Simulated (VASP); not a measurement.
# Te2Mo (C2/m) in VASP: single point with r2SCAN

Aim: the single point of Te2Mo with r2SCAN.

Program: VASP 6.6.1. These are calculated values, not measurements. Logs are shortened: lines on timing, memory, paths and dates and some standing lists are left out, and cuts for length are marked.

## 1. The cell of the first run

Symmetry: C2/m, No. 12, monoclinic system. Conventional cell: a = 6.172 Å, b = 3.564 Å, c = 14.762 Å, α = 90.00°, β = 94.00°, γ = 90.00°. Te (site symmetry m) has 3 Mo at 2.73 Å and 7 Te at 3.56 to 3.58 Å within 3.6 Å. Te (site symmetry m) has 3 Mo at 2.73 Å and 7 Te at 3.56 to 3.58 Å within 3.6 Å. Mo (site symmetry m) has 6 Te at 2.73 Å and 6 Mo at 3.56 Å within 3.6 Å.

## 2. Single point, r2SCAN (the part above a cut slid along it)

POSCAR

```
Te2Mo
1.0
   -3.5635452172      0.0000000000      0.0000000000
   -1.7817726086     -3.0861206856      0.0000000000
   -0.8910644816     -0.5144563183     14.7262210532
Te Mo
4 2
Direct
    0.2285650580      0.2285650580      0.6284839550
    0.6452483914      0.6452483914      0.1284839550
    0.1880516086      0.1880516086      0.8715160450
    0.6047349420      0.6047349420      0.3715160450
    0.2916583333      0.2916583333      0.2500000000
    0.5416416667      0.5416416667      0.7500000000
```

INCAR.step1

```
SYSTEM = Te2Mo
PREC = Accurate ; ENCUT = 520
ISMEAR = 0 ; SIGMA = 0.05
LREAL = .False. ; LASPH = .True.
NELM = 60 ; NBANDS = 35
GGA = PE ; ALGO = Normal
EDIFF = 1E-4 ; LWAVE = .True.
LCHARG = .False.
```

INCAR.step2

```
SYSTEM = Te2Mo
PREC = Accurate ; ENCUT = 520
EDIFF = 1E-6 ; ISMEAR = 0
SIGMA = 0.05 ; LREAL = .False.
LASPH = .True. ; NELM = 60
ALGO = Normal ; ISIF = 2
LWAVE = .False. ; LCHARG = .True.
METAGGA = R2SCAN ; LMIXTAU = .True.
LELF = .True. ; LVHAR = .True.
NBANDS = 35 ; ISTART = 1
```

KPOINTS

```
regular mesh
0
Gamma
  9 9 2
  0 0 0
```

Potentials or basis: VASP PAW PBE potentials, release 64 (Te, Mo_sv).

Started as:

```console
$ cat potpaw_PBE.64/Te/POTCAR potpaw_PBE.64/Mo_sv/POTCAR > POTCAR
$ cp INCAR.step1 INCAR
$ mpirun -np 1 vasp_std > vasp.out
$ cp INCAR.step2 INCAR
$ mpirun -np 1 vasp_std > vasp.out
```

OUTCAR:

```text
SYSTEM = Te2Mo
   PREC = Accurate
   ENCUT = 520
   EDIFF = 1E-6
   ISMEAR = 0
   LREAL = .False.
   LASPH = .True.
   NELM = 60
   ISIF = 2
   METAGGA = R2SCAN
   ISTART = 1

 ion  position               nearest neighbor table
   1  0.229  0.229  0.628-   6 2.73   6 2.73   6 2.73   3 3.58
   2  0.645  0.645  0.128-   5 2.73   5 2.73   5 2.73   4 3.58
   3  0.188  0.188  0.872-   6 2.73   6 2.73   6 2.73   1 3.58
   4  0.605  0.605  0.372-   5 2.73   5 2.73   5 2.73   2 3.58
   5  0.292  0.292  0.250-   4 2.73   2 2.73   4 2.73   2 2.73   2 2.73   4 2.73
   6  0.542  0.542  0.750-   1 2.73   3 2.73   1 2.73   3 2.73   3 2.73   1 2.73

  LATTYP: Found a base centered monoclinic cell.
 ALAT       =     6.1722413712
 B/A-ratio  =     0.5773502692
 C/A-ratio  =     2.3916955239
 COS(beta)  =    -0.0696995075

  Lattice vectors:

 A1 = (   3.5635452172,   0.0000000000,   0.0000000000)
 A2 = (   1.7817726086,   3.0861206856,   0.0000000000)
 A3 = (  -0.8910644816,  -0.5144563183,  14.7262210532)

Analysis of symmetry for initial positions (statically):
=====================================================================
 Subroutine PRICEL returns:
 Original cell was already a primitive cell.

 Routine SETGRP: Setting up the symmetry group for a
 base centered monoclinic supercell.

 Subroutine GETGRP returns: Found  4 space group operations
 (whereof  2 operations were pure point group operations)
 out of a pool of  4 trial point group operations.

The static configuration has the point symmetry C_1h.
 The point group associated with its full space group is C_2h.

Analysis of symmetry for dynamics (positions and initial velocities):
=====================================================================
 Subroutine PRICEL returns:
 Original cell was already a primitive cell.

 Routine SETGRP: Setting up the symmetry group for a
 base centered monoclinic supercell.

 Subroutine GETGRP returns: Found  4 space group operations
 (whereof  2 operations were pure point group operations)
 out of a pool of  4 trial point group operations.

The dynamic configuration has the point symmetry C_1h.
 The point group associated with its full space group is C_2h.

 Subroutine INISYM returns: Found  4 space group operations
 (whereof  2 operations are pure point group operations),
 and found     1 'primitive' translations

[... 96 lines left out ...]
   ISPIN  =      1    spin polarized calculation?
   LNONCOLLINEAR =      F non collinear calculations
   LSORBIT =      F    spin-orbit coupling
   LASPH  =      T    aspherical Exc in radial PAW
   ENCUT  =  520.0 eV  38.22 Ry    6.18 a.u.   6.63  6.63 27.45*2*pi/ulx,y,z
   NELM   =     60;   NELMIN=  2; NELMDL=  0     # of ELM steps
   EDIFF  = 0.1E-05   stopping-criterion for ELM
   LREAL  =      F    real-space projection
   EDIFFG = 0.1E-04   stopping-criterion for IOM
   NSW    =      0    number of steps for IOM
   IBRION =     -1    ionic relax: 0-MD 1-quasi-New 2-CG
   NFREE  =      0    steps in history (QN), initial steepest desc. (CG)
   ISIF   =      2    stress and relaxation
   ISYM   =      2    0-nonsym 1-usesym 2-fastsym
   POTIM  = 0.5000    time-step for ionic-motion
   TEBEG  =    0.0;   TEEND  =   0.0 temperature during run
   PSTRESS=    0.0 pullay stress
   NELECT =      52.0000    total number of electrons
   NUPDOWN=      -1.0000    fix difference up-down
   EMIN   =  10.00;   EMAX   =-10.00  energy-range for DOS
   EFERMI =   0.00;   METHOD = LEGACY
   ISMEAR =     0;   SIGMA  =   0.05  broadening in eV -4-tet -1-fermi 0-gaus
   EFERMI_NEDOS =   21; number of points for ismear=-14 and -15
   IALGO  =     38    algorithm
   IMIX   =      4    mixing-type and parameters
     AMIX     =   0.40;   BMIX     =  1.00
     AMIX_MAG =   1.60;   BMIX_MAG =  1.00
  volume/ion in A,a.u.               =      26.99       182.15
  Fermi-wavevector in a.u.,A,eV,Ry     =   1.121021  2.118423 17.098282  1.256688
  Thomas-Fermi vector in A             =   2.257672
   LORBIT       =      0    0 simple, 1 ext, 2 COOP (PROOUT), +10 PAW based schemes
   METAGGA = R2SCAN    functional components
   LHFCALC =     F    Hartree Fock is set to
   AEXX    =    0.0000 exact exchange contribution
   IVDW    =     0    specifies the selected vdW correction
   LEPSILON=     F    determine dielectric tensor
   LRPA    =     F    only Hartree local field effects (RPA)
 non-spin polarized calculation
 Gauss-broadening in eV      SIGMA  =   0.05
  energy-cutoff  :      520.00
  volume of cell :      161.95
 maximum number of plane-waves:      4410
   NGX = 13   NGY = 13   NGZ = 55

 number of electron      52.0000002 magnetization

 Free energy of the ion-electron system (eV)
  ---------------------------------------------------
  ext. energy  EPLUGINS =         0.00000000
  ---------------------------------------------------
  free energy    TOTEN  =      -155.64353583 eV

  energy without entropy =     -155.64353583  energy(sigma->0) =     -155.64353583

 E-fermi :   7.3504     XC(G=0): -10.5213

 val. band max:        6.9806400500   @ k =   0.0000   0.0000   0.0000
 cond. band min:       8.0195308208   @ k =  -0.3333   0.3333  -0.0000
 fundamental gap:      1.0388907709
 Fermi energy:         7.3504172920

 k-point     1 :       0.0000    0.0000    0.0000
  band No.  band energies     occupation
      1     -55.7300      2.00000
      2     -55.7300      2.00000
      3     -29.1492      2.00000
      4     -29.1492      2.00000
      5     -29.0608      2.00000
      6     -29.0608      2.00000
[... 901 lines left out ...]
     34      10.9098      0.00000
     35      11.2394      0.00000

 [... further k-points ...]
[... 5 lines left out ...]
  --------------------------------------------------------------------------------------
  -------------------------------------------------------------------------------------
  Total        0.0989714      0.1726169      0.3953715     -0.0637789      0.0463750      0.0803238
  in kB        0.9791148      1.7076831      3.9113747     -0.6309587      0.4587835      0.7946364
  external PRESSURE =       2.1993909 kB  Pullay stress =       0.0000000 kB

 VOLUME and BASIS-vectors are now :
 -----------------------------------------------------------------------------
  energy-cutoff  :      520.00
  volume of cell :      161.95
      direct lattice vectors                 reciprocal lattice vectors
    -3.563545217  0.000000000  0.000000000    -0.280619422  0.162015699 -0.011319944
    -1.781772609 -3.086120686  0.000000000     0.000000000 -0.324031398 -0.011319944
    -0.891064482 -0.514456318 14.726221053     0.000000000  0.000000000  0.067906084

 POSITION                                       TOTAL-FORCE (eV/Angst)
 -----------------------------------------------------------------------------------
     -1.78177     -1.02871      9.25519         0.002473      0.001428     -0.029753
     -3.56355     -2.05741      1.89208         0.008535      0.004928      0.021035
     -1.78177     -1.02871     12.83414        -0.008535     -0.004928     -0.021035
     -3.56355     -2.05741      5.47103        -0.002473     -0.001428      0.029753
     -1.78177     -1.02871      3.68156         0.010493      0.006058     -0.001046
     -3.56355     -2.05741     11.04467        -0.010493     -0.006058      0.001046
 -----------------------------------------------------------------------------------
    total drift:                               -0.000004     -0.000002     -0.000010

  FREE ENERGIE OF THE ION-ELECTRON SYSTEM (eV)
  ---------------------------------------------------
  free  energy   TOTEN  =      -155.6435358252 eV

  energy  without entropy=     -155.6435358252  energy(sigma->0) =     -155.64353583
```

OUTCAR.step1:

```text
SYSTEM = Te2Mo
   PREC = Accurate
   ENCUT = 520
   ISMEAR = 0
   LREAL = .False.
   LASPH = .True.
[... 1153 lines left out ...]
     -3.56355     -2.05741      5.47103        -0.002178     -0.001258      0.226808
     -1.78177     -1.02871      3.68156         0.009100      0.005254     -0.001895
     -3.56355     -2.05741     11.04467        -0.009100     -0.005254      0.001895
 -----------------------------------------------------------------------------------
    total drift:                               -0.000004     -0.000002     -0.000009

  FREE ENERGIE OF THE ION-ELECTRON SYSTEM (eV)
  ---------------------------------------------------
  free  energy   TOTEN  =       -36.0428543214 eV

  energy  without entropy=      -36.0428543214  energy(sigma->0) =      -36.04285432
```

Wall time 10 min (1 thread of AMD EPYC 9R45 (Zen 5), shared host); peak memory 0.42 GiB.

What came out:

```yaml
Free_energy: -155.6435 eV
Pressure: 0.2 GPa
Largest_force: 0.030 eV/Å
Band_gap_on_the_k_mesh: 1.04 eV (least direct gap 1.07 eV)
```

Forces in eV/Å, atoms in the order of the input:
```
Te   0.002  0.001 -0.030
Te   0.009  0.005  0.021
Te  -0.009 -0.005 -0.021
Te  -0.002 -0.001  0.030
Mo   0.010  0.006 -0.001
Mo  -0.010 -0.006  0.001
```

Caveat: the cell differs from its parent crystal (the part above a cut slid along it); the PAW data sets were made with another functional, which shifts forces and pressure a little; spin-orbit coupling is left out, which moves the levels of the heavy elements.
